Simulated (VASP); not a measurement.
Wanted: the native input for a VASP 6.6.1 run.

| Quantity | Value |
| --- | --- |
| Task | single point |
| Functional | r2SCAN |
| Potentials or basis | VASP PAW PBE potentials, release 64 (Ga_d, P) |
| Cutoff | 520 eV |
| k mesh | 8 × 8 × 8 |
| Occupations | gaussian, width 0.01 eV |
| Spin | no spin polarisation |
| Dipole correction | no |
| Further INCAR settings | ALGO = Normal; EDIFF = 1e-07; NBANDS = 16 |

The system is GaP.

```xyz
2
Lattice="0.0000 2.7254 2.7799 2.7254 0.0000 2.7799 2.7254 2.7254 0.0000" Properties=species:S:1:pos:R:3 pbc="T T T"
Ga    0.0000    0.0000    0.0000
P     1.3627    1.3627    1.3900
```

This cell differs from its parent crystal: uniaxial z strain +2.0%.

These files were run (other wordings do the same):

POSCAR

```
GaP
1.0
    0.0000000000      2.7253992874      2.7799072732
    2.7253992874      0.0000000000      2.7799072732
    2.7253992874      2.7253992874      0.0000000000
Ga P
1 1
Direct
    0.0000000000      0.0000000000      0.0000000000
    0.2500000000      0.2500000000      0.2500000000
```

INCAR.step1

```
ALGO = Normal
EDIFF = 1E-4
ENCUT = 520
GGA = PE
ISMEAR = 0
LASPH = T
LCHARG = F
LREAL = F
LWAVE = T
NBANDS = 16
NELM = 100
PREC = Accurate
SIGMA = 0.01
```

INCAR.step2

```
ALGO = Normal
EDIFF = 1E-7
ENCUT = 520
ISIF = 2
ISMEAR = 0
ISTART = 1
LASPH = T
LCHARG = T
LELF = T
LMIXTAU = T
LREAL = F
LVHAR = T
LWAVE = F
METAGGA = R2SCAN
NBANDS = 16
NELM = 100
PREC = Accurate
SIGMA = 0.01
```

KPOINTS

```
k-points
0
Gamma
  8 8 8
```

Potentials or basis: VASP PAW PBE potentials, release 64 (Ga_d, P).

Run with:

```bash
$ cat potpaw_PBE.64/Ga_d/POTCAR potpaw_PBE.64/P/POTCAR > POTCAR
$ cp INCAR.step1 INCAR
$ mpirun -np 1 vasp_std > vasp.out
$ cp INCAR.step2 INCAR
$ mpirun -np 1 vasp_std > vasp.out
```

Results of the run:

The pressure is -1.7 GPa and the band gap on the k mesh is 1.83 eV, indirect (least direct gap 2.13 eV).

Caveat: the cell differs from its parent crystal (uniaxial z strain +2.0%); the PAW data sets were made with another functional, which shifts forces and pressure a little.

Wall time 120 s on 1 thread of Intel Xeon 6975P-C (shared host), peak memory 0.19 GiB.
